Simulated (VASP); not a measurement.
The system is ZnS.

```
CELL_PARAMETERS angstrom
0.00000 2.53102 2.53102
2.53102 0.00000 2.53102
2.53102 2.53102 0.00000
ATOMIC_POSITIONS crystal
Zn 0.00000 0.00000 0.00000
S 0.50000 0.50000 0.50000
```

Base run:

- Program: VASP 6.6.1
- Functional: PBEsol
- Dispersion: D4
- Potentials or basis: VASP PAW PBE potentials, release 64 (Zn, S)
- Cutoff: 500 eV
- k mesh: 6 × 6 × 6
- Occupations: fermi-dirac, width 0.02 eV
- Spin: no spin polarisation

Its results: band gap on the k mesh zero (band 9 reaches 3.97 eV, above the bottom of band 10 at 3.58 eV); pressure -4.1 GPa.

Problem. The run is repeated on the same cell with these changes: dispersion from D4 to none; k mesh from 6 × 6 × 6 to 5 × 5 × 5. What comes out?

Solution. Band gap on the k mesh 0.10 eV, indirect (least direct gap 2.45 eV); pressure -1.9 GPa.

Several settings changed at once, so the effect can't be laid on one alone.

Caveats: some runs use coarse meshes; the PAW data sets were made with another functional, which shifts forces and pressure a little; pairwise dispersion overbinds metals, which lowers pressure and volume (some runs).

A k mesh can miss the band edges.
